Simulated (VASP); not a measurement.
MgS, 2 atoms in the cell. It takes space group Fm-3m (No. 225, cubic). The conventional cell has a = 5.203 Å, b = 5.203 Å, c = 5.203 Å, α = 90.00°, β = 90.00°, γ = 90.00°. Mg (site symmetry m-3m) has 6 S at 2.60 Å within 3.4 Å. S (site symmetry m-3m) has 6 Mg at 2.60 Å within 3.4 Å. 

```yaml
Program: VASP 6.6.1
Task: relaxation of cell and atoms
Functional: r2SCAN
Potentials_or_basis: VASP PAW PBE potentials, release 64 (Mg, S)
Cutoff: 600 eV
k_mesh: 8 × 8 × 8
Occupations: gaussian, width 0.01 eV
Spin: no spin polarisation
Target_pressure: 10 GPa
Dipole_correction: no
Further_INCAR_settings: ALGO = Normal; EDIFF = 1e-06; IBRION = 2; EDIFFG = -0.002; NSW = 100; ISIF = 3
```

Potentials or basis: VASP PAW PBE potentials, release 64 (Mg, S).

Launch:

```sh
$ cat potpaw_PBE.64/Mg/POTCAR potpaw_PBE.64/S/POTCAR > POTCAR
$ cp INCAR.step1 INCAR
$ mpirun -np 1 vasp_std > vasp.out
$ cp INCAR.step2 INCAR
$ mpirun -np 1 vasp_std > vasp.out
```

Hardware: 1 thread of Intel(R) Xeon(R) Platinum 8259CL CPU @ 2.50GHz (Skylake/Cascade Lake) (shared host).

Task: How long does it take, and how much memory?

Result: It took 3.5 min on 1 thread of Intel(R) Xeon(R) Platinum 8259CL CPU @ 2.50GHz (Skylake/Cascade Lake), on a shared host, peak memory 0.19 GiB. Counts: k points 29, ion steps 6.
